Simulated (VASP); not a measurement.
Set up this calculation in VASP 6.6.1, as the native input.

```
Task                   : single point
Functional             : r2SCAN
Potentials or basis    : VASP PAW PBE potentials, release 64 (Sc_sv, Al)
Cutoff                 : 520 eV
k mesh                 : 10 × 10 × 10
Occupations            : gaussian, width 0.1 eV
Spin                   : no spin polarisation
Dipole correction      : no
Further INCAR settings : ALGO = Normal; EDIFF = 1e-06; NBANDS = 26
```

Crystal: Sc3Al.

```
Sc Al
1.0
     4.42690    0.00000    0.00000
     0.00000    4.42690    0.00000
     0.00000    0.00000    4.42690
Sc Al
3 1
Direct
  0.50000 0.00000 0.50000
  0.00000 0.50000 0.50000
  0.50000 0.50000 0.00000
  0.00000 0.00000 0.00000
```

The input as run:

POSCAR

```
Sc3Al
1.0
    4.4269043427      0.0000000000      0.0000000000
    0.0000000000      4.4269043427      0.0000000000
    0.0000000000      0.0000000000      4.4269043427
Sc Al
3 1
Direct
    0.5000000000      0.0000000000      0.5000000000
    0.0000000000      0.5000000000      0.5000000000
    0.5000000000      0.5000000000      0.0000000000
    0.0000000000      0.0000000000      0.0000000000
```

INCAR.step1

```
PREC = Accurate
ENCUT = 520
ISMEAR = 0
SIGMA = 0.1
LREAL = F
LASPH = T
NELM = 60
NBANDS = 26
GGA = PE
ALGO = Normal
EDIFF = 1E-4
LWAVE = T
LCHARG = F
```

INCAR.step2

```
PREC = Accurate
ENCUT = 520
EDIFF = 1E-6
ISMEAR = 0
SIGMA = 0.1
LREAL = F
LASPH = T
NELM = 60
ALGO = Normal
ISIF = 2
LWAVE = F
LCHARG = F
METAGGA = R2SCAN
LMIXTAU = T
NBANDS = 26
ISTART = 1
```

KPOINTS

```
regular mesh
0
Gamma
  10 10 10
```

Potentials or basis: VASP PAW PBE potentials, release 64 (Sc_sv, Al).

Command:

```sh
$ cat potpaw_PBE.64/Sc_sv/POTCAR potpaw_PBE.64/Al/POTCAR > POTCAR
$ cp INCAR.step1 INCAR
$ mpirun -np 1 vasp_std > vasp.out
$ cp INCAR.step2 INCAR
$ mpirun -np 1 vasp_std > vasp.out
```

Results of the run:

```json
{"Pressure": "0.2 GPa", "Band gap on the k mesh": "zero (bands 18 and 19 overlap by 1.65 eV)"}
```

Caveat: the PAW data sets were made with another functional, which shifts forces and pressure a little.

Run time: 12 min on 1 thread of Oxide Virtual Turin-like Processor, on a shared host, peak memory 0.25 GiB.
